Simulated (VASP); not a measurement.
Al8N7:

```
Al N
1.0
     3.13023    0.00000   -5.01801
     3.13023    0.00000    5.01801
    -3.13023   -5.42172    0.00000
Al N
8 7
Direct
  0.33275 0.32816 0.16458
  0.84185 0.83770 0.16902
  0.33313 0.33803 0.66941
  0.83622 0.83489 0.66682
  0.91475 0.41650 0.33923
  0.42657 0.92008 0.34354
  0.91644 0.41002 0.82481
  0.41642 0.91328 0.83180
  0.64815 0.02741 0.16818
  0.14925 0.52653 0.16649
  0.64836 0.02552 0.66828
  0.14421 0.51741 0.66926
  0.72556 0.60798 0.33702
  0.22636 0.10729 0.33474
  0.72207 0.60719 0.83469
```

- Program: VASP 6.6.1
- Task: relaxation of cell and atoms
- Functional: PBE
- Potentials or basis: VASP PAW PBE potentials, release 64 (Al, N)
- Cutoff: 600 eV
- k mesh: 3 × 3 × 3
- Occupations: gaussian, width 0.1 eV
- Spin: no spin polarisation

At the start: pressure 0.2 GPa; volume 11.35 Å³/atom.

**Question.** Where does the relaxation end?

**Answer.** Over 10 steps the energy falls by 14.9 meV/atom and the volume is 11.30 Å³/atom (-0.5 %); space group Cm (No. 8, to 0.05 Å).

The path:
| step | energy change (eV) | largest force (eV/Å) | pressure (GPa) | volume (Å³) |
| --- | --- | --- | --- | --- |
| 1 | 0.0000 | 1.5784 | 0.17 | 170.32 |
| 2 | -0.1878 | 0.5314 | -0.87 | 170.61 |
| 3 | -0.2029 | 0.3185 | -0.76 | 170.55 |
| 4 | -0.2185 | 0.1307 | 0.35 | 169.30 |
| 5 | -0.2185 | 0.1312 | 0.30 | 169.34 |
| 6 | -0.2217 | 0.0575 | -0.10 | 169.63 |
| 7 | -0.2217 | 0.0661 | -0.16 | 169.67 |
| 8 | -0.2230 | 0.0561 | 0.01 | 169.49 |
| 9 | -0.2232 | 0.0654 | 0.12 | 169.38 |
| 10 | -0.2238 | 0.0229 | 0.01 | 169.49 |

Final structure:
```
Al N
1.0
     3.11603   -0.00198   -5.00068
     3.11845    0.00520    5.00218
    -3.12009   -5.43734   -0.00462
Al N
8 7
Direct
  0.33486 0.33071 0.16492
  0.83535 0.83391 0.16816
  0.33060 0.32563 0.66776
  0.84352 0.83809 0.66836
  0.91935 0.41821 0.33539
  0.41821 0.91684 0.33545
  0.92059 0.41656 0.83664
  0.41722 0.91870 0.83521
  0.64399 0.02482 0.16802
  0.14523 0.52379 0.16825
  0.64545 0.02532 0.66879
  0.14374 0.52406 0.66856
  0.72734 0.60677 0.33361
  0.22819 0.10744 0.33369
  0.72845 0.60716 0.83505
```

Caveat: the k points lie up to 0.44 Å⁻¹ apart in the final cell.
